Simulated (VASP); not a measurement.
Input of a VASP 6.6.1 run:

POSCAR

```
C
1.0
    2.0595272616     -1.1890870654     -0.0114928731
    2.0595272616      1.1890870654     -0.0114928731
   -1.3590814074      0.0000000000      2.5051489734
C
2
Direct
    0.8350249915      0.8350249915      0.0050749473
    0.1649750085      0.1649750085      0.9949250527
```

INCAR.step1

```
PREC = Accurate ; ENCUT = 520
ISMEAR = 0 ; SIGMA = 0.02
LREAL = False ; LASPH = True
NELM = 80 ; NBANDS = 11
GGA = PE ; ALGO = Normal
EDIFF = 1E-4 ; LWAVE = True
LCHARG = False
```

Contents of INCAR.step2:

```
PREC = Accurate ; ENCUT = 520
EDIFF = 1E-6 ; ISMEAR = 0
SIGMA = 0.02 ; LREAL = False
LASPH = True ; NELM = 80
ALGO = Normal ; ISIF = 2
LWAVE = False ; LCHARG = True
METAGGA = R2SCAN ; LMIXTAU = True
LELF = True ; LVHAR = True
NBANDS = 11 ; ISTART = 1
```

Contents of KPOINTS:

```
Automatic mesh
0
Gamma
  18 18 18
```

Potentials or basis: VASP PAW PBE potentials, release 64 (C).

Run with:

```console
$ cat potpaw_PBE.64/C/POTCAR > POTCAR
$ cp INCAR.step1 INCAR
$ mpirun -np 1 vasp_std > vasp.out
$ cp INCAR.step2 INCAR
$ mpirun -np 1 vasp_std > vasp.out
```

Task: Predict the pressure.

Result: 61.0 GPa.

Stress tensor (GPa, compression positive):
```
61.61  0.00 -0.01
 0.00 61.61  0.00
-0.01  0.00 59.83
```

Caveat: the cell stands under pressure; the PAW data sets were made with another functional, which shifts forces and pressure a little.
